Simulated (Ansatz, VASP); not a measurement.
## Re: VASP beside Ansatz

INCAR

```
SYSTEM = Re
PREC = Accurate
ENCUT = 520
EDIFF = 1E-7
ISMEAR = 0
SIGMA = 0.15
LREAL = .False.
LASPH = .True.
NELM = 100
ALGO = Normal
ISIF = 2
LWAVE = .False.
LCHARG = .True.
GGA = PE
LELF = .True.
LVHAR = .True.
NBANDS = 10
```

KPOINTS

```
regular mesh
0
Gamma
  10 10 10
  0 0 0
```

POSCAR

```
Re
1.0
    0.0000000000      1.9214395741      2.1299157679
    1.9214395741      0.0000000000      2.1299157679
    1.9214395741      1.9214395741      0.0000000000
Re
1
Direct
    0.0000000000      0.0000000000      0.0000000000
```

Input for Ansatz:

```yaml
crystal:
  lattice:
    - [0.0, 1.9214395741, 2.1299157679]
    - [1.9214395741, 0.0, 2.1299157679]
    - [1.9214395741, 1.9214395741, 0.0]
  atoms:
    - { symbol: Re, position: [0.0, 0.0, 0.0] }
basis:
  ecutwfc: 420
kpoints:
  mp_grid: { grid: [10, 10, 10] }
hamiltonian:
  xc: pbe
scf:
  occupations: { method: gaussian, width: 0.15 }
output:
  forces: true
  stress: true
  eigenvalues: true
```

Alike in both runs: task single point; functional PBE; k mesh 10 × 10 × 10; occupations gaussian, width 0.15 eV; no spin polarisation.

```csv
,VASP,Ansatz
version,VASP 6.6.1,Ansatz 0.2.0
potentials or method,"VASP PAW PBE potentials, release 64 (Re), cutoff 520 eV","scalar-relativistic, plane waves, PAW"
valence electrons in the cell,7,15
```

Ansatz gave:

- gap on the k mesh at the Fermi level (eV): none
- pressure (GPa): -13.9
- traceless stress, the component that is largest in VASP (GPa): -17.37

Task: What did VASP give for the same quantities?

Result: gap on the k mesh at the Fermi level (eV): none; pressure (GPa): -14.6; traceless stress, the component that is largest in VASP (GPa): -17.04.

A gap of «none» marks a metal or a gap that the smearing closes. With one functional, cell and mesh, what is left measures potentials, basis and numerics. VASP's potentials hold 7 valence electrons a cell and Ansatz's 15, so a difference there can come from the potentials and not from the codes.

Spin-orbit coupling is off throughout.
